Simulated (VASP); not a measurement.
Wanted: the native input for a VASP 6.6.1 run.

```
Task                   : single point
Functional             : PBEsol
Potentials or basis    : VASP PAW PBE potentials, release 64 (Al, Cu)
Cutoff                 : 520 eV
k mesh                 : 10 × 10 × 10
Occupations            : gaussian, width 0.15 eV
Spin                   : no spin polarisation
Dipole correction      : no
Further INCAR settings : ALGO = Fast; EDIFF = 1e-06; NBANDS = 26
```

The structure of Al2Cu lies in POSCAR:

```
Al2Cu
1.0
   -3.0264500000      3.0264500000      2.3655500000
    3.0264500000     -3.0264500000      2.3655500000
    3.0264500000      3.0264500000     -2.3655500000
Al Cu
4 2
Direct
    0.1593210787      0.6593210787      0.8186421574
    0.6593210787      0.8406789213      0.5000000000
    0.8406789213      0.3406789213      0.1813578426
    0.3406789213      0.1593210787      0.5000000000
    0.7500000000      0.7500000000      0.0000000000
    0.2500000000      0.2500000000      0.0000000000
```

These files were run (other wordings do the same):

INCAR

```
  PREC = Accurate
  ENCUT = 520
  EDIFF = 1E-6
  ISMEAR = 0
  SIGMA = 0.15
  LREAL = False
  LASPH = True
  NELM = 60
  ALGO = Fast
  ISIF = 2
  LWAVE = False
  LCHARG = True
  GGA = PS
  LELF = True
  LVHAR = True
  NBANDS = 26
```

KPOINTS

```
Automatic mesh
0
Gamma
  10 10 10
```

Potentials or basis: VASP PAW PBE potentials, release 64 (Al, Cu).

Command:

```sh
$ cat potpaw_PBE.64/Al/POTCAR potpaw_PBE.64/Cu/POTCAR > POTCAR
$ mpirun -np 1 vasp_std > vasp.out
```

It gave:

```yaml
Pressure: 0.3 GPa
Largest_force: 0.090 eV/Å
Band_gap_on_the_k_mesh: zero (bands 17 and 18 overlap by 4.72 eV)
```

Caveat: the PAW data sets were made with another functional, which shifts forces and pressure a little.

Wall time 5.6 min on 1 thread of Intel(R) Xeon(R) Platinum 8488C (Sapphire Rapids), with other jobs on the host, peak memory 0.34 GiB.
